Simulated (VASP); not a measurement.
Input of a VASP 6.6.1 run:

File INCAR:

```
  ALGO = Normal
  EDIFF = 1E-6
  ENCUT = 520
  GGA = PS
  ISIF = 2
  ISMEAR = -1
  LASPH = T
  LCHARG = F
  LREAL = F
  LWAVE = F
  NBANDS = 10
  NELM = 80
  PREC = Accurate
  SIGMA = 0.05
```

The input KPOINTS:

```
k-points
0
Gamma
  12 12 12
```

File POSCAR:

```
Na
1.0
   -2.1598500000      2.1598500000      2.1175000000
    2.1598500000     -2.1598500000      2.1175000000
    2.1598500000      2.1598500000     -2.1175000000
Na
1
Direct
    0.0000000000      0.0000000000      0.0000000000
```

Potentials or basis: VASP PAW PBE potentials, release 64 (Na_pv).

Run with:

```bash
$ cat potpaw_PBE.64/Na_pv/POTCAR > POTCAR
$ mpirun -np 1 vasp_std > vasp.out
```

Estimate the pressure.

-0.6 GPa.

Caveat: the cell differs from its parent crystal (equal xx and yy strain of +2 %); the PAW data sets were made with another functional, which shifts forces and pressure a little.
